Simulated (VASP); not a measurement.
# KCd2P2 in VASP: a series of runs

KCd2P2 is run at these levels: PBE; tasks: single point.

Everything below comes from runs of VASP 6.6.1. Logs are shortened: lines on timing, memory, paths and dates and some standing lists are left out, and cuts for length are marked.

### Step 1. The cell of the first run

The structure is tetragonal, space group I4/mmm (No. 139). The conventional cell has a = 4.480 Å, b = 4.480 Å, c = 11.936 Å, α = 90.00°, β = 90.00°, γ = 90.00°. Within 4.6 Å of K (site symmetry 4/mmm) lie 10 P at 3.48 to 4.54 Å and 8 Cd at 3.73 Å and 4 K at 4.48 Å. Cd (site symmetry -4m2) has 4 P at 2.73 Å and 4 Cd at 3.17 Å and 4 K at 3.73 Å within 3.8 Å. P (site symmetry 4mm) has 4 Cd at 2.73 Å and 1 P at 2.86 Å and 4 K at 3.48 Å within 3.6 Å.

### Step 2. Single point, PBE

INCAR

```
SYSTEM = KCd2P2
PREC = Accurate ; ENCUT = 500
EDIFF = 1E-6 ; ISMEAR = 0
SIGMA = 0.2 ; LREAL = .False.
LASPH = .True. ; NELM = 120
ALGO = Normal ; ISIF = 2
LWAVE = .False. ; LCHARG = .True.
GGA = PE ; LELF = .True.
LVHAR = .True. ; NBANDS = 54
GGA_COMPAT = .False.
```

KPOINTS

```
regular mesh
0
Gamma
  4 4 4
  0 0 0
```

POSCAR

```
KCd2P2
1.0
   -4.4799925158      4.4799925158      0.0000000000
    4.4799925158      4.4799925158      0.0000000000
    2.2399962579     -2.2399962579     -5.9680561079
K Cd P
2 4 4
Direct
    0.0000000000      0.0000000000      0.0000000000
    0.5000000000      0.5000000000      0.0000000000
    0.5000000000      0.2500000000      0.5000000000
    0.0000000000      0.7500000000      0.5000000000
    1.0000000000      0.2500000000      0.5000000000
    0.5000000000      0.7500000000      0.5000000000
    0.8802715660      0.5000000000      0.7605431321
    0.3802715660      1.0000000000      0.7605431321
    0.1197284340      0.5000000000      0.2394568679
    0.6197284340      1.0000000000      0.2394568679
```

Potentials or basis: VASP PAW PBE potentials, release 64 (K_sv, Cd, P).

Command:

```sh
$ cat potpaw_PBE.64/K_sv/POTCAR potpaw_PBE.64/Cd/POTCAR potpaw_PBE.64/P/POTCAR > POTCAR
$ mpirun -np 1 vasp_std > vasp.out
```

OUTCAR:

```text
SYSTEM = KCd2P2
   PREC = Accurate
   ENCUT = 500
   EDIFF = 1E-6
   ISMEAR = 0
   LREAL = .False.
   LASPH = .True.
   NELM = 120
   ISIF = 2
   GGA = PE

 ion  position               nearest neighbor table
   1  0.000  0.000  0.000-   3 3.73   4 3.73   5 3.73   6 3.73   4 3.73   5 3.73   3 3.73   6 3.73

   2  0.500  0.500  0.000-   3 3.73   4 3.73   5 3.73   6 3.73   3 3.73   6 3.73   4 3.73   5 3.73

   3  0.500  0.250  0.500-   7 2.73   9 2.73   8 2.73  10 2.73   5 3.17   6 3.17   6 3.17   5 3.17
                             2 3.73   1 3.73   2 3.73   1 3.73
   4  0.000  0.750  0.500-   8 2.73  10 2.73   9 2.73   7 2.73   5 3.17   6 3.17   5 3.17   6 3.17
                             1 3.73   1 3.73   2 3.73   2 3.73
   5  0.000  0.250  0.500-   8 2.73  10 2.73   9 2.73   7 2.73   3 3.17   4 3.17   4 3.17   3 3.17
                             1 3.73   1 3.73   2 3.73   2 3.73
   6  0.500  0.750  0.500-   7 2.73   9 2.73   8 2.73  10 2.73   3 3.17   4 3.17   3 3.17   4 3.17
                             2 3.73   1 3.73   2 3.73   1 3.73
   7  0.880  0.500  0.761-   3 2.73   6 2.73   5 2.73   4 2.73   9 2.86
   8  0.380  0.000  0.761-   4 2.73   5 2.73   3 2.73   6 2.73  10 2.86
   9  0.120  0.500  0.239-   3 2.73   6 2.73   5 2.73   4 2.73   7 2.86
  10  0.620  0.000  0.239-   4 2.73   5 2.73   3 2.73   6 2.73   8 2.86

  LATTYP: Found a base centered orthorhombic cell.
 ALAT       =     6.3356661752
 B/A-ratio  =     1.8839553546
 C/A-ratio  =     1.0000000000

  Lattice vectors:

 A1 = (   2.2399962579,  -2.2399962579,   5.9680561079)
 A2 = (   2.2399962579,  -2.2399962579,  -5.9680561079)
 A3 = (   4.4799925158,   4.4799925158,   0.0000000000)

Analysis of symmetry for initial positions (statically):
=====================================================================
 Subroutine PRICEL returns following result:

  LATTYP: Found a body centered tetragonal cell.
 ALAT       =     4.4799925158
 C/A-ratio  =     2.6643152134

  Lattice vectors:

 A1 = (  -2.2399962579,  -2.2399962579,   5.9680561079)
 A2 = (   2.2399962579,   2.2399962579,   5.9680561079)
 A3 = (  -2.2399962579,   2.2399962579,  -5.9680561079)

   2 primitive cells build up your supercell.

 Routine SETGRP: Setting up the symmetry group for a
 base centered orthorhombic supercell.

 Subroutine GETGRP returns: Found  8 space group operations
 (whereof  8 operations were pure point group operations)
 out of a pool of  8 trial point group operations.

The static configuration has the point symmetry D_2h.
[... 133 lines left out ...]
   ISYM   =      2    0-nonsym 1-usesym 2-fastsym
   POTIM  = 0.5000    time-step for ionic-motion
   TEBEG  =    0.0;   TEEND  =   0.0 temperature during run
   PSTRESS=    0.0 pullay stress
   NELECT =      86.0000    total number of electrons
   NUPDOWN=      -1.0000    fix difference up-down
   EMIN   =  10.00;   EMAX   =-10.00  energy-range for DOS
   EFERMI =   0.00;   METHOD = LEGACY
   ISMEAR =     0;   SIGMA  =   0.20  broadening in eV -4-tet -1-fermi 0-gaus
   EFERMI_NEDOS =   21; number of points for ismear=-14 and -15
   IALGO  =     38    algorithm
   IMIX   =      4    mixing-type and parameters
     AMIX     =   0.40;   BMIX     =  1.00
     AMIX_MAG =   1.60;   BMIX_MAG =  1.00
  volume/ion in A,a.u.               =      23.96       161.66
  Fermi-wavevector in a.u.,A,eV,Ry     =   1.163506  2.198707 18.418824  1.353745
  Thomas-Fermi vector in A             =   2.300055
   LORBIT       =      0    0 simple, 1 ext, 2 COOP (PROOUT), +10 PAW based schemes
   GGA     = PE    functional components
   LHFCALC =     F    Hartree Fock is set to
   AEXX    =    0.0000 exact exchange contribution
   IVDW    =     0    specifies the selected vdW correction
   LEPSILON=     F    determine dielectric tensor
   LRPA    =     F    only Hartree local field effects (RPA)
 non-spin polarized calculation
 Gauss-broadening in eV      SIGMA  =   0.20
  energy-cutoff  :      500.00
  volume of cell :      239.56
 maximum number of plane-waves:      6117
 NGX is ok and might be reduce to    48
   NGX = 23   NGY = 23   NGZ = 25

 number of electron      86.0000013 magnetization

 Free energy of the ion-electron system (eV)
  ---------------------------------------------------
  ext. energy  EPLUGINS =         0.00000000
  ---------------------------------------------------
  free energy    TOTEN  =       -28.19987400 eV

  energy without entropy =      -28.09565971  energy(sigma->0) =      -28.14776686

 E-fermi :   2.7662     XC(G=0):  -9.4980

 val. band max:        2.7482249529   @ k =   0.5000   0.0000   0.0000
 cond. band min:       2.8514337938   @ k =   0.2500   0.0000   0.2500
 fundamental gap:      0.1032088409
 Fermi energy:         2.7661848423

 k-point     1 :       0.0000    0.0000    0.0000
  band No.  band energies     occupation
      1     -27.5203      2.00000
      2     -27.5145      2.00000
      3     -11.1116      2.00000
      4     -11.0838      2.00000
      5     -11.0684      2.00000
      6     -11.0637      2.00000
[... 1186 lines left out ...]
     53       7.1079      0.00000
     54       7.1079      0.00000

------------------------ aborting loop because EDIFF is reached ----------------------------------------

  FORCE on cell =-STRESS in cart. coord.  units (eV):
  Direction    XX          YY          ZZ          XY          YZ          ZX
  --------------------------------------------------------------------------------------
  -------------------------------------------------------------------------------------
  Total        0.2884185      0.2884185      0.6136601      0.0235887      0.0000000      0.0000000
  in kB        1.9289288      1.9289288      4.1041287      0.1577602      0.0000000      0.0000000
  external PRESSURE =       2.6539955 kB  Pullay stress =       0.0000000 kB

 VOLUME and BASIS-vectors are now :
 -----------------------------------------------------------------------------
  energy-cutoff  :      500.00
  volume of cell :      239.56
      direct lattice vectors                 reciprocal lattice vectors
    -4.479992516  4.479992516  0.000000000    -0.111607329  0.111607329 -0.083779373
     4.479992516  4.479992516  0.000000000     0.111607329  0.111607329  0.000000000
     2.239996258 -2.239996258 -5.968056108     0.000000000  0.000000000 -0.167558746

 POSITION                                       TOTAL-FORCE (eV/Angst)
 -----------------------------------------------------------------------------------
      0.00000      0.00000      0.00000         0.000000     -0.000000      0.000000
      0.00000      4.47999      0.00000         0.000000     -0.000000      0.000000
      0.00000      2.24000     -2.98403        -0.000000      0.000000      0.000000
      4.47999      2.24000     -2.98403         0.000000      0.000000      0.000000
      2.24000      0.00000     -2.98403        -0.000000     -0.000000      0.000000
      2.24000      4.47999     -2.98403        -0.000000     -0.000000      0.000000
      0.00000      4.47999     -4.53896        -0.000000      0.000000     -0.041211
      0.00000     -0.00000     -4.53896        -0.000000      0.000000     -0.041211
      2.24000      2.24000     -1.42909         0.000000     -0.000000      0.041211
     -2.24000      2.24000     -1.42909         0.000000     -0.000000      0.041211
 -----------------------------------------------------------------------------------
    total drift:                               -0.000000     -0.000000      0.000000

  FREE ENERGIE OF THE ION-ELECTRON SYSTEM (eV)
  ---------------------------------------------------
  free  energy   TOTEN  =       -28.1998740026 eV

  energy  without entropy=      -28.0956597108  energy(sigma->0) =      -28.14776686
```

OSZICAR:

```text
N       E                     dE             d eps       ncg     rms          rms(c)
DAV:   1     0.598936117639E+03    0.59894E+03   -0.40392E+04  2268   0.144E+03
DAV:   2     0.893278381144E+01   -0.59000E+03   -0.57423E+03  2442   0.380E+02
DAV:   3    -0.294970522890E+02   -0.38430E+02   -0.37989E+02  3032   0.890E+01
DAV:   4    -0.304706688671E+02   -0.97362E+00   -0.96892E+00  3346   0.111E+01
DAV:   5    -0.304950446550E+02   -0.24376E-01   -0.24371E-01  2964   0.139E+00    0.119E+01
DAV:   6    -0.281992926513E+02    0.22958E+01   -0.56863E+00  2538   0.153E+01    0.103E+01
DAV:   7    -0.282153093232E+02   -0.16017E-01   -0.13933E+00  2600   0.391E+00    0.563E+00
DAV:   8    -0.282029356478E+02    0.12374E-01   -0.10501E-01  2594   0.211E+00    0.808E-01
DAV:   9    -0.281992725489E+02    0.36631E-02   -0.26894E-02  2688   0.104E+00    0.151E-01
DAV:  10    -0.281996797507E+02   -0.40720E-03   -0.27465E-03  2980   0.197E-01    0.105E-01
DAV:  11    -0.281998712729E+02   -0.19152E-03   -0.48403E-04  2768   0.896E-02    0.274E-02
DAV:  12    -0.281998705642E+02    0.70870E-06   -0.78012E-05  2686   0.451E-02    0.205E-02
DAV:  13    -0.281998744110E+02   -0.38468E-05   -0.19737E-05  2698   0.147E-02    0.436E-03
DAV:  14    -0.281998740026E+02    0.40840E-06   -0.14234E-06  1804   0.700E-03
   1 F= -.28199874E+02 E0= -.28147767E+02  d E =-.104214E+00
```

stdout:

```text
POSCAR found type information on POSCAR K CdP
 POSCAR found :  3 types and      10 ions
 scaLAPACK will be used
 LDA part: xc-table for (Slater+PW92), standard interpolation
 POSCAR, INCAR and KPOINTS ok, starting setup
 FFT: planning ... GRIDC
 FFT: planning ... GRID_SOFT
 FFT: planning ... GRID
 WAVECAR not read
 entering main loop
```

Run time: 2.7 min. Hardware: 1 thread of Intel Xeon Platinum 8488C (Sapphire Rapids), shared host; peak memory 0.46 GiB.

What came out:

| Item | Value |
| --- | --- |
| Free energy | -28.1999 eV |
| Pressure | 0.3 GPa |
| Largest force | 0.041 eV/Å |
| Band gap on the k mesh | zero (bands 43 and 44 overlap by 1.18 eV) |

Forces in eV/Å, atoms in the order of the input:
```
K    0.000  0.000  0.000
K    0.000  0.000  0.000
Cd   0.000  0.000  0.000
Cd   0.000  0.000  0.000
Cd   0.000  0.000  0.000
Cd   0.000  0.000  0.000
P    0.000  0.000 -0.041
P    0.000  0.000 -0.041
P    0.000  0.000  0.041
P    0.000  0.000  0.041
```

Stress tensor (GPa, compression positive):
```
0.19 0.02 0.00
0.02 0.19 0.00
0.00 0.00 0.41
```

Levels at points of the mesh, in eV from the Fermi level:
```
           k point  band 40  band 41  band 42  band 43  band 44  band 45  band 46  band 47
(0.00, 0.00, 0.00)    -1.87    -0.79    -0.65    -0.65     1.14     1.28     1.52     2.31
(0.50, 0.00, 0.00)    -1.41    -1.38    -1.38    -0.02    -0.02     3.11     3.11     3.31
(0.00, 0.50, 0.00)    -1.92    -1.73    -1.73     0.95     0.95     2.34     2.34     3.48
(0.50, 0.50, 0.00)    -1.31    -0.52    -0.52    -0.23    -0.23     2.10     2.10     2.14
(0.00, 0.00, 0.50)    -1.89    -1.86    -0.79     0.14     0.14     0.79     1.40     2.31
(0.00, 0.50, 0.50)    -1.99    -1.00    -1.00    -0.08    -0.08     2.53     2.53     2.75
```

### Step 3. Single point, PBE

INCAR

```
ALGO = Normal
EDIFF = 1E-6
ENCUT = 500
GGA = PE
GGA_COMPAT = False
ISIF = 2
ISMEAR = 0
LASPH = True
LCHARG = False
LREAL = False
LWAVE = False
NBANDS = 54
NELM = 120
PREC = Accurate
SIGMA = 0.2
```

KPOINTS

```
k-points
0
Gamma
  4 4 4
```

POSCAR

```
KCd2P2
1.0
   -4.4876364466      4.4852201717      0.0031167623
    4.4809023674      4.4786484983     -0.0278960072
    2.2644642285     -2.2265902961     -5.9565310412
K Cd P
2 4 4
Direct
    0.0001467418     -0.0001057349      0.0000571457
    0.5000186665      0.5000546432     -0.0001149164
    0.4989770880      0.2490665524      0.5001460651
   -0.0017177477      0.7493973667      0.4996644753
    1.0018728752      0.2506775072      0.5009950643
    0.5010566818      0.7510027888      0.4998849310
    0.8797154106      0.4964113015      0.7611090293
    0.3794110170      0.9965223457      0.7620243563
    0.1205334728      0.5036148643      0.2388429781
    0.6199857941      1.0033583651      0.2373908714
```

Potentials or basis: VASP PAW PBE potentials, release 64 (K_sv, Cd, P).

Command:

```sh
$ cat potpaw_PBE.64/K_sv/POTCAR potpaw_PBE.64/Cd/POTCAR potpaw_PBE.64/P/POTCAR > POTCAR
$ mpirun -np 1 vasp_std > vasp.out
```

It took 4.4 min on 1 thread of Intel Xeon Platinum 8488C (Sapphire Rapids), shared host; peak memory 0.55 GiB.

The run converged. Its results:

* Free energy: -28.1990 eV
* Pressure: 0.2 GPa
* Largest force: 0.039 eV/Å
* Band gap on the k mesh: zero (bands 43 and 44 overlap by 1.15 eV)

Forces on the atoms (eV/Å):
```
K    0.003 -0.001 -0.002
K   -0.001  0.000 -0.003
Cd   0.000  0.012  0.008
Cd  -0.009  0.008  0.003
Cd   0.008 -0.010  0.021
Cd  -0.002 -0.011  0.002
P    0.011  0.002 -0.032
P   -0.014  0.011 -0.034
P   -0.004 -0.011  0.022
P    0.009 -0.001  0.016
```

Stress tensor (GPa, compression positive):
```
 0.12  0.04  0.06
 0.04  0.16 -0.01
 0.06 -0.01  0.35
```

Levels at points of the mesh, in eV from the Fermi level:
```tsv
k point	band 40	band 41	band 42	band 43	band 44	band 45	band 46	band 47
(0.00, 0.00, 0.00)	-1.87	-0.77	-0.68	-0.68	1.12	1.26	1.54	2.28
(0.50, 0.00, 0.00)	-1.43	-1.41	-1.40	-0.04	-0.03	3.07	3.09	3.32
(0.00, 0.50, 0.00)	-1.94	-1.77	-1.76	0.95	0.97	2.30	2.30	3.47
(0.50, 0.50, 0.00)	-1.34	-0.52	-0.52	-0.31	-0.20	2.09	2.11	2.12
(0.00, 0.00, 0.50)	-1.93	-1.87	-0.77	0.13	0.13	0.77	1.38	2.29
(0.50, 0.00, 0.50)	-1.42	-1.40	-1.39	-0.01	-0.01	3.06	3.07	3.25
(0.00, 0.50, 0.50)	-2.01	-1.01	-1.01	-0.07	-0.06	2.46	2.50	2.72
(0.50, 0.50, 0.50)	-1.34	-0.53	-0.52	-0.28	-0.17	2.06	2.11	2.11
```

The gap in the log of VASP goes by the Fermi energy; the results here count the filled bands.